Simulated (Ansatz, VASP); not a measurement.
# C in VASP and in Ansatz

```xyz
2
Lattice="2.4665 0.0000 0.0000 -1.2332 2.1360 0.0000 0.0000 0.0000 26.0000" Properties=species:S:1:pos:R:3 pbc="T T T"
C     0.0000    0.0000   13.0000
C     1.2332    0.7120   13.0000
```

Alike in both runs: functional PBE; k mesh 21 × 21 × 1; occupations gaussian, width 0.1 eV; no spin polarisation.

Ansatz relaxed the structure, and its values are those at the end. VASP's run is a single point on that final structure, the one shown.

```csv
,VASP,Ansatz
version,VASP 6.6.1,Ansatz 0.2.0
potentials or method,"VASP PAW PBE potentials, release 64 (C), cutoff 520 eV","scalar-relativistic, plane waves, PAW"
valence electrons in the cell,8,8
```

|  | VASP | Ansatz | Ansatz less VASP |
| --- | --- | --- | --- |
| gap on the k mesh at the Fermi level (eV) | none | none | - |
| work function, face that differs most (eV) | 4.25 | 4.25 | 0.000 |

A gap of «none» marks a metal or a gap that the smearing closes. Ansatz's warnings: xc potential rough in thin density.
